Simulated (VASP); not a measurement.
Set up this calculation in VASP 6.6.1, as the native input.

```
Task                   : relaxation of cell and atoms
Functional             : PBEsol
Potentials or basis    : VASP PAW PBE potentials, release 64 (Ge_d, Ga_d)
Cutoff                 : 600 eV
k mesh                 : 7 × 7 × 7
Occupations            : fermi-dirac, width 0.05 eV
Spin                   : no spin polarisation
Dipole correction      : no
Further INCAR settings : ALGO = Normal; EDIFF = 1e-06; IBRION = 2; EDIFFG = -0.01; NSW = 60; ISIF = 3
```

The structure of GaGe3 lies in POSCAR:

```
GaGe3
1.0
    0.0000000000      3.3871670000      3.3871670000
    3.3871670000      0.0000000000      3.3871670000
    3.3871670000      3.3871670000      0.0000000000
Ge Ga
3 1
Direct
    0.5000000000      0.5000000000      0.5000000000
    0.7500000000      0.7500000000      0.7500000000
    0.2500000000      0.2500000000      0.2500000000
    0.0000000000      0.0000000000      0.0000000000
```

One way to write it, as run:

INCAR

```
  PREC = Accurate
  ENCUT = 600
  EDIFF = 1E-6
  ISMEAR = -1
  SIGMA = 0.05
  LREAL = False
  LASPH = True
  NELM = 100
  ALGO = Normal
  ISIF = 3
  LWAVE = False
  LCHARG = False
  GGA = PS
  IBRION = 2
  NSW = 60
  EDIFFG = -0.01
```

KPOINTS

```
regular mesh
0
Gamma
  7 7 7
```

Potentials or basis: VASP PAW PBE potentials, release 64 (Ge_d, Ga_d).

Launch:

```bash
$ cat potpaw_PBE.64/Ge_d/POTCAR potpaw_PBE.64/Ga_d/POTCAR > POTCAR
$ mpirun -np 1 vasp_std > vasp.out
```

Results of the run:

* Relaxed volume: 18.33 Å³/atom
* Relaxed cell: a = 4.698 Å, b = 4.698 Å, c = 4.698 Å, α = 60.00°, β = 60.00°, γ = 60.00°
* Space group after relaxing (to 0.1 Å): Fm-3m (No. 225)
* Energy gained by relaxing: 14.6 meV/atom
* Ionic steps: 4
* Pressure after relaxing: 0.0 GPa
* Band gap on the k mesh: zero (an odd number of electrons rules out a gap without spin polarisation)

Caveat: the PAW data sets were made with another functional, which shifts forces and pressure a little.

It took 3.2 min on 1 thread of Intel(R) Xeon(R) Platinum 8375C CPU @ 2.90GHz (Ice Lake) (shared host), peak memory 0.28 GiB.
